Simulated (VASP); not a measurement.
# TiSe2 (P-3m1) in VASP: further runs, part 2 of 2

VASP 6.6.1. The steps go on from the part before.

**3. Single point, PBE+D3(BJ)**

File INCAR:

```
SYSTEM = TiSe2
PREC = Accurate
ENCUT = 500
EDIFF = 1E-6
ISMEAR = 0
SIGMA = 0.1
LREAL = .False.
LASPH = .True.
NELM = 120
ALGO = Normal
ISIF = 2
LWAVE = .False.
LCHARG = .False.
GGA = PE
IVDW = 12
NBANDS = 19
GGA_COMPAT = .False.
```

File KPOINTS:

```
Automatic mesh
0
Gamma
  6 6 4
  0 0 0
```

File POSCAR:

```
TiSe2
1.0
    3.5565669500      0.0000000000      0.0000000000
   -1.7782834800      3.0800774100      0.0000000000
    0.0000000000      0.0000000000      6.3476257300
Ti Se
1 2
Direct
    0.0000000000      0.0000000000      0.0000000000
    0.3333333400      0.6666666900      0.2399278400
    0.6666666900      0.3333333400      0.7600721700
```

Potentials or basis: VASP PAW PBE potentials, release 64 (Ti_sv, Se).

Run with:

```sh
cat potpaw_PBE.64/Ti_sv/POTCAR potpaw_PBE.64/Se/POTCAR > POTCAR
mpirun -np 1 vasp_std > vasp.out
```

OUTCAR:

```text
SYSTEM = TiSe2
   PREC = Accurate
   ENCUT = 500
   EDIFF = 1E-6
   ISMEAR = 0
   LREAL = .False.
   LASPH = .True.
   NELM = 120
   ISIF = 2
   GGA = PE
   IVDW = 12
 IVDW          = 12

 ion  position               nearest neighbor table
   1  0.000  0.000  0.000-   3 2.56   2 2.56   3 2.56   2 2.56   3 2.56   2 2.56
   2  0.333  0.667  0.240-   1 2.56   1 2.56   1 2.56
   3  0.667  0.333  0.760-   1 2.56   1 2.56   1 2.56

  LATTYP: Found a hexagonal cell.
 ALAT       =     3.5565669500
 C/A-ratio  =     1.7847620526

  Lattice vectors:

 A1 = (   3.5565669500,   0.0000000000,   0.0000000000)
 A2 = (  -1.7782834800,   3.0800774100,   0.0000000000)
 A3 = (   0.0000000000,   0.0000000000,   6.3476257300)

Analysis of symmetry for initial positions (statically):
=====================================================================
 Subroutine PRICEL returns:
 Original cell was already a primitive cell.

 Routine SETGRP: Setting up the symmetry group for a
 hexagonal supercell.

 Subroutine GETGRP returns: Found 12 space group operations
 (whereof 12 operations were pure point group operations)
 out of a pool of 24 trial point group operations.

The static configuration has the point symmetry D_3d.

Analysis of symmetry for dynamics (positions and initial velocities):
=====================================================================
 Subroutine PRICEL returns:
 Original cell was already a primitive cell.

 Routine SETGRP: Setting up the symmetry group for a
 hexagonal supercell.

 Subroutine GETGRP returns: Found 12 space group operations
 (whereof 12 operations were pure point group operations)
 out of a pool of 24 trial point group operations.

The dynamic configuration has the point symmetry D_3d.

 Subroutine INISYM returns: Found 12 space group operations
 (whereof 12 operations are pure point group operations),
 and found     1 'primitive' translations

----------------------------------------------------------------------------------------

                                     Primitive cell

  volume of cell :      69.5351

  direct lattice vectors                    reciprocal lattice vectors
     3.556566950  0.000000000  0.000000000     0.281170020  0.162333583  0.000000000
    -1.778283480  3.080077410  0.000000000     0.000000000  0.324667165  0.000000000
     0.000000000  0.000000000  6.347625730     0.000000000  0.000000000  0.157539219

  length of vectors
     3.556566950  3.556567023  6.347625730     0.324667171  0.324667165  0.157539219

  position of ions in fractional coordinates (direct lattice)
     0.000000000  0.000000000  0.000000000
     0.333333340  0.666666690  0.239927840
     0.666666690  0.333333340  0.760072170

  ion indices of the primitive-cell ions
   primitive index   ion index
                 1           1
                 2           2
                 3           3

----------------------------------------------------------------------------------------

 KPOINTS: Automatic mesh

Automatic generation of k-mesh.
 Grid dimensions read from file:
 generate k-points for:    6    6    4

 Generating k-lattice:

  Cartesian coordinates                     Fractional coordinates (reciprocal lattice)
     0.046861670  0.027055597  0.000000000     0.166666667 -0.000000000  0.000000000
     0.000000000  0.054111194  0.000000000     0.000000000  0.166666667  0.000000000
     0.000000000  0.000000000  0.039384805     0.000000000  0.000000000  0.250000000

  Length of vectors
     0.054111195  0.054111194  0.039384805

  Shift w.r.t. Gamma in fractional coordinates (k-lattice)
     0.000000000  0.000000000  0.000000000

 Subroutine IBZKPT returns following result:
 ===========================================

 Found     24 irreducible k-points:

 Following reciprocal coordinates:
            Coordinates               Weight
  0.000000  0.000000  0.000000      1.000000
  0.166667 -0.000000  0.000000      6.000000
  0.333333 -0.000000  0.000000      6.000000
  0.500000 -0.000000  0.000000      3.000000
  0.166667  0.166667  0.000000      6.000000
  0.333333  0.166667  0.000000     12.000000
[... 16 lines left out ...]
  0.333333  0.166667  0.500000     12.000000
  0.333333  0.333333  0.500000      2.000000
   k-points           NKPTS =     24   k-points in BZ     NKDIM =     24   number of bands    NBANDS=     19
   number of dos      NEDOS =    301   number of ions     NIONS =      3
   total plane-waves  NPLWV =  37632
   dimension x,y,z NGX =    28 NGY =   28 NGZ =   48
   dimension x,y,z NGXF=    56 NGYF=   56 NGZF=   96
   ions per type =               1   2
   NGX,Y,Z   is equivalent  to a cutoff of  13.09, 13.09, 12.57 a.u.
   NGXF,Y,Z  is equivalent  to a cutoff of  26.18, 26.18, 25.14 a.u.
 SYSTEM =  TiSe2
   PREC   = accura    normal or accurate (medium, high low for compatibility)
   ISTART =      0    job   : 0-new  1-cont  2-samecut
   ICHARG =      2    charge: 1-file 2-atom 10-const
   ISPIN  =      1    spin polarized calculation?
   LNONCOLLINEAR =      F non collinear calculations
   LSORBIT =      F    spin-orbit coupling
   LASPH  =      T    aspherical Exc in radial PAW
   ENCUT  =  500.0 eV  36.75 Ry    6.06 a.u.   6.48  6.48 11.57*2*pi/ulx,y,z
   NELM   =    120;   NELMIN=  2; NELMDL= -5     # of ELM steps
   EDIFF  = 0.1E-05   stopping-criterion for ELM
   LREAL  =      F    real-space projection
   EDIFFG = 0.1E-04   stopping-criterion for IOM
   NSW    =      0    number of steps for IOM
   IBRION =     -1    ionic relax: 0-MD 1-quasi-New 2-CG
   NFREE  =      0    steps in history (QN), initial steepest desc. (CG)
   ISIF   =      2    stress and relaxation
   ISYM   =      2    0-nonsym 1-usesym 2-fastsym
   POTIM  = 0.5000    time-step for ionic-motion
   TEBEG  =    0.0;   TEEND  =   0.0 temperature during run
   PSTRESS=    0.0 pullay stress
   NELECT =      24.0000    total number of electrons
   NUPDOWN=      -1.0000    fix difference up-down
   EMIN   =  10.00;   EMAX   =-10.00  energy-range for DOS
   EFERMI =   0.00;   METHOD = LEGACY
   ISMEAR =     0;   SIGMA  =   0.10  broadening in eV -4-tet -1-fermi 0-gaus
   EFERMI_NEDOS =   21; number of points for ismear=-14 and -15
   IALGO  =     38    algorithm
   IMIX   =      4    mixing-type and parameters
     AMIX     =   0.40;   BMIX     =  1.00
     AMIX_MAG =   1.60;   BMIX_MAG =  1.00
  volume/ion in A,a.u.               =      23.18       156.42
  Fermi-wavevector in a.u.,A,eV,Ry     =   1.148358  2.170082 17.942355  1.318726
  Thomas-Fermi vector in A             =   2.285033
   LORBIT       =      0    0 simple, 1 ext, 2 COOP (PROOUT), +10 PAW based schemes
   GGA     = PE    functional components
   LHFCALC =     F    Hartree Fock is set to
   AEXX    =    0.0000 exact exchange contribution
   IVDW    =    12    specifies the selected vdW correction
   LEPSILON=     F    determine dielectric tensor
   LRPA    =     F    only Hartree local field effects (RPA)
 non-spin polarized calculation
 Gauss-broadening in eV      SIGMA  =   0.10
  energy-cutoff  :      500.00
  volume of cell :       69.54
 maximum number of plane-waves:      1793
 NGX is ok and might be reduce to    28
   NGX = 13   NGY = 13   NGZ = 23

 number of electron      23.9999992 magnetization

 Free energy of the ion-electron system (eV)
  ---------------------------------------------------
  ext. energy  EPLUGINS =         0.00000000
  ---------------------------------------------------
  free energy    TOTEN  =       -18.19006529 eV

  energy without entropy =      -18.18396078  energy(sigma->0) =      -18.18701304

 E-fermi :   4.1258     XC(G=0):  -9.5896

 val. band max:        4.0088699630   @ k =   0.5000  -0.0000   0.5000
 cond. band min:       4.1338128026   @ k =   0.5000  -0.0000   0.2500
 fundamental gap:      0.1249428396
 Fermi energy:         4.1257861131

 k-point     1 :       0.0000    0.0000    0.0000
  band No.  band energies     occupation
      1     -53.5520      2.00000
      2     -29.7771      2.00000
      3     -29.7628      2.00000
      4     -29.7628      2.00000
      5      -9.6548      2.00000
      6      -8.4500      2.00000
[... 11 lines left out ...]
     18       9.6129      0.00000
     19       9.8576      0.00000
[... 485 lines left out ...]
 k-point    24 :       0.3333    0.3333    0.5000
  band No.  band energies     occupation
      1     -53.5443      2.00000
      2     -29.8197      2.00000
      3     -29.8197      2.00000
      4     -29.7571      2.00000
      5      -8.0319      2.00000
      6      -8.0319      2.00000
[... 11 lines left out ...]
     18      11.0710      0.00000
     19      11.0710      0.00000

------------------------ aborting loop because EDIFF is reached ----------------------------------------

 Edisp (eV)   -1.19149

 E8    (eV) :    -0.5172

  FORCE on cell =-STRESS in cart. coord.  units (eV):
  Direction    XX          YY          ZZ          XY          YZ          ZX
  --------------------------------------------------------------------------------------
  -------------------------------------------------------------------------------------
  Total      -1.20088    -1.20088    -0.31999     0.00000     0.00000     0.00000
  in kB     -27.66978   -27.66978    -7.37306     0.00000     0.00000     0.00000
  external pressure =      -20.90 kB  Pullay stress =        0.00 kB

 VOLUME and BASIS-vectors are now :
 -----------------------------------------------------------------------------
  energy-cutoff  :      500.00
  volume of cell :       69.54
      direct lattice vectors                 reciprocal lattice vectors
     3.556566950  0.000000000  0.000000000     0.281170020  0.162333583  0.000000000
    -1.778283480  3.080077410  0.000000000     0.000000000  0.324667165  0.000000000
     0.000000000  0.000000000  6.347625730     0.000000000  0.000000000  0.157539219

 POSITION                                       TOTAL-FORCE (eV/Angst)
 -----------------------------------------------------------------------------------
      0.00000      0.00000      0.00000         0.000000      0.000000      0.000000
     -0.00000      2.05339      1.52297         0.000000      0.000000      0.226213
      1.77828      1.02669      4.82465        -0.000000      0.000000     -0.226213
 -----------------------------------------------------------------------------------
    total drift:                               -0.000018     -0.000031     -0.000022

  FREE ENERGIE OF THE ION-ELECTRON SYSTEM (eV)
  ---------------------------------------------------
  free  energy   TOTEN  =       -19.3815555823 eV

  energy  without entropy=      -19.3754510726  energy(sigma->0) =      -19.37850333
```

OSZICAR:

```text
N       E                     dE             d eps       ncg     rms          rms(c)
DAV:   1     0.202070221005E+03    0.20207E+03   -0.11038E+04   912   0.118E+03
DAV:   2    -0.218121897489E+01   -0.20425E+03   -0.19843E+03   960   0.316E+02
DAV:   3    -0.206895329376E+02   -0.18508E+02   -0.18221E+02  1287   0.929E+01
DAV:   4    -0.213401019757E+02   -0.65057E+00   -0.64851E+00  1223   0.165E+01
DAV:   5    -0.213632866500E+02   -0.23185E-01   -0.23175E-01  1236   0.274E+00    0.122E+01
DAV:   6    -0.198478852552E+02    0.15154E+01   -0.31599E+01   959   0.414E+01    0.117E+01
DAV:   7    -0.185241612923E+02    0.13237E+01   -0.23157E+01  1131   0.315E+01    0.510E+00
DAV:   8    -0.182422487473E+02    0.28191E+00   -0.32293E+00  1033   0.130E+01    0.221E+00
DAV:   9    -0.181894084419E+02    0.52840E-01   -0.34630E-01  1057   0.430E+00    0.506E-01
DAV:  10    -0.181901645592E+02   -0.75612E-03   -0.21774E-02  1092   0.106E+00    0.235E-01
DAV:  11    -0.181907647327E+02   -0.60017E-03   -0.11389E-02  1149   0.731E-01    0.202E-01
DAV:  12    -0.181900623388E+02    0.70239E-03   -0.31149E-03  1073   0.391E-01    0.414E-02
DAV:  13    -0.181900669870E+02   -0.46482E-05   -0.70515E-05  1048   0.592E-02    0.218E-02
DAV:  14    -0.181900642676E+02    0.27194E-05   -0.28725E-05  1069   0.362E-02    0.430E-03
DAV:  15    -0.181900654786E+02   -0.12110E-05   -0.30029E-06  1014   0.111E-02    0.358E-03
DAV:  16    -0.181900652943E+02    0.18431E-06   -0.79482E-07   633   0.627E-03
   1 F= -.19381556E+02 E0= -.19378503E+02  d E =-.610451E-02
```

stdout:

```text
POSCAR found type information on POSCAR TiSe
 POSCAR found :  2 types and       3 ions
 scaLAPACK will be used
 LDA part: xc-table for (Slater+PW92), standard interpolation
 POSCAR, INCAR and KPOINTS ok, starting setup
 FFT: planning ... GRIDC
 FFT: planning ... GRID_SOFT
 FFT: planning ... GRID
 WAVECAR not read
 entering main loop
```

Run time: 20 s. Hardware: 1 thread of Intel Xeon 6975P-C (Granite Rapids), shared host; peak memory 0.2 GiB.

What came out:

| Property | Result |
| --- | --- |
| Free energy | -19.3816 eV |
| Pressure | -2.1 GPa |
| Largest force | 0.226 eV/Å |
| Band gap on the k mesh | zero (band 12 reaches 4.52 eV, above the bottom of band 13 at 4.01 eV) |
| Dispersion energy per atom | -0.397 eV |

Forces on the atoms (eV/Å):
```
Ti   0.000  0.000  0.000
Se   0.000  0.000  0.226
Se   0.000  0.000 -0.226
```

Stress tensor (GPa, compression positive):
```
-2.77  0.00  0.00
 0.00 -2.77  0.00
 0.00  0.00 -0.74
```
